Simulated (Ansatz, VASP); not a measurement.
Two plane-wave programs on PbS

INCAR

```
  PREC = Accurate
  ENCUT = 520
  EDIFF = 1E-7
  ISMEAR = 0
  SIGMA = 0.03
  LREAL = False
  LASPH = True
  NELM = 80
  ALGO = Normal
  ISIF = 2
  LWAVE = False
  LCHARG = False
  GGA = PE
  NBANDS = 17
```

Contents of KPOINTS:

```
regular mesh
0
Gamma
  10 10 10
```

The input POSCAR:

```
PbS
1.0
    0.0000000000      2.8760500000      2.9205250000
    2.8760500000      0.0000000000      2.9205250000
    2.8760500000      2.8760500000      0.0000000000
Pb S
1 1
Direct
    0.0000000000      0.0000000000      0.0000000000
    0.5000000000      0.5000000000      0.5000000000
```

Input for Ansatz:

```yaml
crystal:
  lattice:
    - [0.0, 2.87605, 2.920525]
    - [2.87605, 0.0, 2.920525]
    - [2.87605, 2.87605, 0.0]
  atoms:
    - { symbol: Pb, position: [0.0, 0.0, 0.0] }
    - { symbol: S, position: [0.5, 0.5, 0.5] }
basis:
  ecutwfc: 420
kpoints:
  mp_grid: { grid: [10, 10, 10] }
hamiltonian:
  xc: pbe
scf:
  occupations: { method: gaussian, width: 0.03 }
output:
  forces: true
  stress: true
  eigenvalues: true
```

Change from the starting cell: strain -0.030 along x and y, -0.015 along z, atoms carried along.

Alike in both runs: task single point; functional PBE; k mesh 10 × 10 × 10; occupations gaussian, width 0.03 eV; no spin polarisation.

|  | VASP | Ansatz |
| --- | --- | --- |
| version | VASP 6.6.1 | Ansatz 0.2.0 |
| potentials or method | VASP PAW PBE potentials, release 64 (Pb_d, S), cutoff 520 eV | scalar-relativistic, plane waves, PAW |
| valence electrons in the cell | 20 | 20 |

Ansatz gave:

* gap on the k mesh at the Fermi level (eV): 0.03
* least direct gap on the mesh (eV): 0.03
* pressure (GPa): 7.9
* traceless stress, the component that is largest in VASP (GPa): -1.83

**Question.** What did VASP give for the same quantities?

**Answer.** gap on the k mesh at the Fermi level (eV): 0.04; least direct gap on the mesh (eV): 0.04; pressure (GPa): 7.8; traceless stress, the component that is largest in VASP (GPa): -1.83.

The functional is the same, so the differences come from potentials, cutoffs and numerics.

Neither program's run includes spin-orbit coupling.
